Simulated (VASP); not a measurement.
Here is a VASP 6.6.1 calculation.

The input INCAR:

```
SYSTEM = V
PREC = Accurate
ENCUT = 520
EDIFF = 1E-7
ISMEAR = -1
SIGMA = 0.1
LREAL = .FALSE.
LASPH = .TRUE.
NELM = 150
ALGO = Normal
ISIF = 2
LWAVE = .FALSE.
LCHARG = .FALSE.
ISPIN = 2
MAGMOM = 1.5
LORBIT = 11
LMAXMIX = 4
GGA = PE
NBANDS = 16
```

Contents of KPOINTS:

```
regular mesh
0
G
  11 11 11
  0 0 0
```

The input POSCAR:

```
V
1.0
    1.4748441776      1.4748441776      1.4748441776
   -1.4748441776      1.4748441776      1.4748441776
   -1.4748441776     -1.4748441776      1.4748441776
V
1
Direct
    0.0000000000      0.0000000000      0.0000000000
```

Potentials or basis: VASP PAW PBE potentials, release 64 (V_sv).

Launch:

```sh
$ cat potpaw_PBE.64/V_sv/POTCAR > POTCAR
$ mpirun -np 1 vasp_std > vasp.out
```

Question: Predict the net moment.

Answer: 0.00 μB per cell.

Question: What does it give for the pressure?

Answer: 10.3 GPa.

Caveat: the cell stands under pressure.
